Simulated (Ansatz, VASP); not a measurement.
## WSe2: VASP beside Ansatz

Contents of INCAR:

```
ALGO = Normal ; DIPOL = 0.5 0.5 0.401
EDIFF = 1E-6 ; ENCUT = 520
GGA = PE ; IDIPOL = 3
ISIF = 2 ; ISMEAR = 0
IVDW = 12 ; LASPH = T
LCHARG = F ; LDIPOL = T
LREAL = F ; LWAVE = F
NBANDS = 35 ; NELM = 60
PREC = Accurate ; SIGMA = 0.05
```

File KPOINTS:

```
k-points
0
Gamma
  9 9 1
```

POSCAR

```
WSe2
1.0
    3.2854929596      0.0000000000      0.0000000000
   -1.6427464798      2.8453203669      0.0000000000
    0.0000000000      0.0000000000     24.2386467078
Se W
4 2
Direct
    0.3333333333      0.6666666667      0.1856539292
    0.3333333333      0.6666666667      0.3246601780
    0.3333333333      1.0000000000      0.4777215285
    0.3333333333      1.0000000000      0.6167277773
    0.6666666667      0.3333333333      0.2551570536
    0.0000000000      1.3333333333      0.5472246529
```

Input for Ansatz:

```yaml
crystal:
  lattice:
    - [3.2854929596, 0.0, 0.0]
    - [-1.6427464798, 2.8453203669, 0.0]
    - [0.0, 0.0, 24.2386467078]
  atoms:
    - { symbol: Se, position: [0.3333333333, 0.6666666667, 0.1856539292] }
    - { symbol: W, position: [0.6666666667, 0.3333333333, 0.2551570536] }
    - { symbol: Se, position: [0.3333333333, 0.6666666667, 0.324660178] }
    - { symbol: Se, position: [0.3333333333, 1.0, 0.4777215285] }
    - { symbol: W, position: [0.0, 1.3333333333, 0.5472246529] }
    - { symbol: Se, position: [0.3333333333, 1.0, 0.6167277773] }
basis:
  ecutwfc: 420
kpoints:
  mp_grid: { grid: [9, 9, 1] }
hamiltonian:
  xc: pbe
  pseudopotentials: { kind: paw, azcp: { folder: soft_1 } }
  dispersion: d3bj
scf:
  occupations: { method: gaussian, width: 0.05 }
output:
  forces: true
  eigenvalues: true
efield:
  axis: 3
  dipole_correction: true
  ramp_width: 0.04
```

Alike in both runs: task single point; functional PBE; dispersion D3(BJ); k mesh 9 × 9 × 1; occupations gaussian, width 0.05 eV; no spin polarisation.

```csv
,VASP,Ansatz
version,VASP 6.6.1,Ansatz 0.2.0
potentials or method,"VASP PAW PBE potentials, release 64 (Se, W_sv), cutoff 520 eV","scalar-relativistic, plane waves, PAW"
valence electrons in the cell,52,92
```

Ansatz gave:

| Item | Value |
| --- | --- |
| gap on the k mesh at the Fermi level (eV) | 1.56 |
| least direct gap on the mesh (eV) | 1.66 |
| rms of the force components (eV/Å) | 0.025 |

Q: Estimate VASP's values.

A: gap on the k mesh at the Fermi level (eV): 1.56; least direct gap on the mesh (eV): 1.66; rms of the force components (eV/Å): 0.041.

VASP's potentials hold 52 valence electrons a cell and Ansatz's 92, so a difference there can come from the potentials and not from the codes.

Neither program's run includes spin-orbit coupling.
